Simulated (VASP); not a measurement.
Ca, 1 atom in the cell. Symmetry: Pm-3m, No. 221, cubic system. Conventional cell: a = 2.455 Å, b = 2.455 Å, c = 2.455 Å, α = 90.00°, β = 90.00°, γ = 90.00°. Ca (site symmetry m-3m) has 6 Ca at 2.45 Å within 3.2 Å. 

- Program: VASP 6.6.1
- Task: single point
- Functional: LDA
- Potentials or basis: VASP PAW LDA potentials, release 64 (Ca_sv)
- Cutoff: 500 eV
- k mesh: 6 × 6 × 6
- Occupations: gaussian, width 0.1 eV
- Spin: no spin polarisation
- Dipole correction: no
- Further INCAR settings: ALGO = Normal; EDIFF = 1e-06; NBANDS = 11

Potentials or basis: VASP PAW LDA potentials, release 64 (Ca_sv).

Run with:

```console
$ cat potpaw_LDA.64/Ca_sv/POTCAR > POTCAR
$ mpirun -np 1 vasp_std > vasp.out
```

Hardware: 1 thread of AMD EPYC 7R43 64-Core Processor (Zen 3), on a shared host.

**Question.** Estimate the wall time of this run.

**Answer.** Run time: 4.8 s on 1 thread of AMD EPYC 7R43 64-Core Processor (Zen 3), with other jobs on the host, peak memory 0.07 GiB. Counts: scf iterations 10, k points 20.
